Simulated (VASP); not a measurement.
Write the native input for VASP 6.6.1 that does the following.

| Property | Result |
| --- | --- |
| Task | single point |
| Functional | PBEsol |
| Potentials or basis | VASP PAW PBE potentials, release 64 (Ag) |
| Cutoff | 520 eV |
| k mesh | 16 × 16 × 16 |
| Occupations | fermi-dirac, width 0.1 eV |
| Spin | no spin polarisation |
| Dipole correction | no |
| Further INCAR settings | ALGO = Normal; EDIFF = 1e-06; NBANDS = 12 |

The structure of Ag lies in POSCAR:

```
Ag
1.0
    0.0000000000      1.7469443020      1.7469443020
    1.7469443020      0.0000000000      1.7469443020
    1.7469443020      1.7469443020      0.0000000000
Ag
1
Direct
    0.0000000000      0.0000000000      0.0000000000
```

This cell differs from its parent crystal: volume scaled by 0.64.

The input as run:

INCAR

```
SYSTEM = Ag
  PREC = Accurate
  ENCUT = 520
  EDIFF = 1E-6
  ISMEAR = -1
  SIGMA = 0.1
  LREAL = .False.
  LASPH = .True.
  NELM = 80
  ALGO = Normal
  ISIF = 2
  LWAVE = .False.
  LCHARG = .True.
  GGA = PS
  LELF = .True.
  LVHAR = .True.
  NBANDS = 12
```

KPOINTS

```
regular mesh
0
Gamma
  16 16 16
  0 0 0
```

Potentials or basis: VASP PAW PBE potentials, release 64 (Ag).

Run with:

```bash
$ cat potpaw_PBE.64/Ag/POTCAR > POTCAR
$ mpirun -np 1 vasp_std > vasp.out
```

Results of the run:

The pressure is 182.4 GPa.

Caveat: the PAW data sets were made with another functional, which shifts forces and pressure a little.

Run time: 12 s on 1 thread of Intel(R) Xeon(R) Platinum 8375C CPU @ 2.90GHz (Ice Lake), on a shared host, peak memory 0.13 GiB.
